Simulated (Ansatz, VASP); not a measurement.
# AlN: VASP beside Ansatz

File INCAR:

```
SYSTEM = AlN
PREC = Accurate
ENCUT = 520
EDIFF = 1E-6
ISMEAR = 0
SIGMA = 0.05
LREAL = .False.
LASPH = .True.
NELM = 100
ALGO = Normal
ISIF = 2
LWAVE = .False.
LCHARG = .False.
GGA = PE
NBANDS = 16
```

File KPOINTS:

```
Automatic mesh
0
Gamma
  6 6 4
  0 0 0
```

Contents of POSCAR:

```
AlN
1.0
    3.1110021516      0.0000000000      0.0000000000
   -1.5555010758      2.6942068945      0.0000000000
    0.0000000000      0.0000000000      4.9780000000
Al N
2 2
Direct
    0.3260150838      0.6613093362     -0.0028995092
    0.6593484171      0.3279760028      0.4971004908
    0.3333333333      0.6666666667      0.3850000000
    0.6666666667      0.3333333333      0.8850000000
```

Input for Ansatz:

```yaml
crystal:
  lattice:
    - [3.1110021516, 0.0, 0.0]
    - [-1.5555010758, 2.6942068945, 0.0]
    - [0.0, 0.0, 4.978]
  atoms:
    - { symbol: Al, position: [0.3260150838, 0.6613093362, -0.0028995092] }
    - { symbol: Al, position: [0.6593484171, 0.3279760028, 0.4971004908] }
    - { symbol: "N", position: [0.3333333333, 0.6666666667, 0.385] }
    - { symbol: "N", position: [0.6666666667, 0.3333333333, 0.885] }
basis:
  ecutwfc: 420
kpoints:
  mp_grid: { grid: [6, 6, 4] }
hamiltonian:
  xc: pbe
scf:
  occupations: { method: gaussian, width: 0.05 }
output:
  forces: true
  stress: true
  eigenvalues: true
```

Change from the starting cell: all Al atoms moved -0.025 Å, as atom 1 along Cartesian [1 1 1].

Alike in both runs: task single point; functional PBE; k mesh 6 × 6 × 4; occupations gaussian, width 0.05 eV; no spin polarisation.

|  | VASP | Ansatz |
| --- | --- | --- |
| version | VASP 6.6.1 | Ansatz 0.2.0 |
| potentials or method | VASP PAW PBE potentials, release 64 (Al, N), cutoff 520 eV | scalar-relativistic, plane waves, PAW |
| valence electrons in the cell | 16 | 16 |

|  | VASP | Ansatz | Ansatz less VASP |
| --- | --- | --- | --- |
| gap on the k mesh at the Fermi level (eV) | 4.12 | 4.11 | -0.011 |
| least direct gap on the mesh (eV) | 4.12 | 4.11 | -0.011 |
| pressure (GPa) | 3.9 | 4.1 | +0.25 |
| traceless stress, the component that is largest in VASP (GPa) | -2.50 | -2.53 | -0.030 |
| rms of the force components (eV/Å) | 0.277 | 0.276 | -0.0012 |

Atom by atom the forces differ by 0.001 eV/Å (rms over components). With one functional, cell and mesh, what is left measures potentials, basis and numerics.
